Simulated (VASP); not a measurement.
Wanted: the native input for a VASP 6.6.1 run.

```yaml
Task: single point
Functional: PBE
Potentials_or_basis: VASP PAW PBE potentials, release 64 (In_d)
Cutoff: 520 eV
k_mesh: 15 × 15 × 14
Occupations: fermi-dirac, width 0.1 eV
Spin: no spin polarisation
Dipole_correction: no
Further_INCAR_settings: ALGO = Normal; EDIFF = 1e-06; NBANDS = 12
```

The structure of In lies in POSCAR:

```
In
1.0
    2.8226817045      0.0000000000      0.0000000000
   -1.4113408523      2.4445140629      0.0000000000
    0.0000000000      0.0000000000      2.6873238372
In
1
Direct
    0.0000000000      0.0000000000      0.0000000000
```

One way to write it, as run:

INCAR

```
SYSTEM = In
PREC = Accurate ; ENCUT = 520
EDIFF = 1E-6 ; ISMEAR = -1
SIGMA = 0.1 ; LREAL = .FALSE.
LASPH = .TRUE. ; NELM = 80
ALGO = Normal ; ISIF = 2
LWAVE = .FALSE. ; LCHARG = .TRUE.
GGA = PE ; LELF = .TRUE.
LVHAR = .TRUE. ; NBANDS = 12
```

KPOINTS

```
regular mesh
0
G
  15 15 14
  0 0 0
```

Potentials or basis: VASP PAW PBE potentials, release 64 (In_d).

The run is started by

```console
$ cat potpaw_PBE.64/In_d/POTCAR > POTCAR
$ mpirun -np 1 vasp_std > vasp.out
```

Results of the run:

| Item | Value |
| --- | --- |
| Pressure | 43.3 GPa |

Wall time 17 s on 1 thread of Intel Xeon 6975P-C (shared host), peak memory 0.17 GiB.
